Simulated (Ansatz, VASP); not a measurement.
## Two plane-wave programs on CdI2

INCAR

```
  PREC = Accurate
  ENCUT = 500
  EDIFF = 1E-6
  ISMEAR = 0
  SIGMA = 0.05
  LREAL = False
  LASPH = True
  NELM = 120
  ALGO = Normal
  ISIF = 2
  LWAVE = False
  LCHARG = False
  GGA = PE
  IVDW = 12
  NBANDS = 20
  GGA_COMPAT = False
```

KPOINTS

```
Automatic mesh
0
Gamma
  9 9 4
```

The input POSCAR:

```
CdI2
1.0
    4.4561991755      0.0000000000      0.0000000000
   -2.2280995877      3.8591816903      0.0000000000
    0.0000000000      0.0000000000      6.6875250000
Cd I
1 2
Direct
    0.0000000000      0.0000000000      0.0000000000
    0.3333333333      0.6666666667      0.2492000000
    0.6666666667      0.3333333333      0.7508000000
```

Input for Ansatz:

```yaml
crystal:
  lattice:
    - [4.4561991755, 0.0, 0.0]
    - [-2.2280995877, 3.8591816903, 0.0]
    - [0.0, 0.0, 6.687525]
  atoms:
    - { symbol: Cd, position: [0.0, 0.0, 0.0] }
    - { symbol: I, position: [0.3333333333, 0.6666666667, 0.2492] }
    - { symbol: I, position: [0.6666666667, 0.3333333333, 0.7508] }
basis:
  ecutwfc: 420
kpoints:
  mp_grid: { grid: [9, 9, 4] }
hamiltonian:
  xc: pbe
  dispersion: d3bj
scf:
  occupations: { method: gaussian, width: 0.05 }
output:
  forces: true
  stress: true
  eigenvalues: true
```

Change from the starting cell: strain +0.050 along x and y, -0.025 along z, atoms carried along.

Alike in both runs: task single point; functional PBE; dispersion D3(BJ); k mesh 9 × 9 × 4; occupations gaussian, width 0.05 eV; no spin polarisation.

|  | VASP | Ansatz |
| --- | --- | --- |
| version | VASP 6.6.1 | Ansatz 0.2.0 |
| potentials or method | VASP PAW PBE potentials, release 64 (Cd, I), cutoff 500 eV | scalar-relativistic, plane waves, PAW |
| valence electrons in the cell | 26 | 54 |

Ansatz gave:

```
gap on the k mesh at the Fermi level (eV)                     : 1.94
least direct gap on the mesh (eV)                             : 1.94
pressure (GPa)                                                : -1.9
traceless stress, the component that is largest in VASP (GPa) : 1.15
rms of the force components (eV/Å)                            : 0.049
```

Q: Which values does VASP return?

A: gap on the k mesh at the Fermi level (eV): 1.92; least direct gap on the mesh (eV): 1.92; pressure (GPa): -1.8; traceless stress, the component that is largest in VASP (GPa): 1.13; rms of the force components (eV/Å): 0.042.

Atom by atom the forces differ by 0.007 eV/Å (rms over components). VASP's potentials hold 26 valence electrons a cell and Ansatz's 54, so a difference there can come from the potentials and not from the codes.

Neither program's run includes spin-orbit coupling.
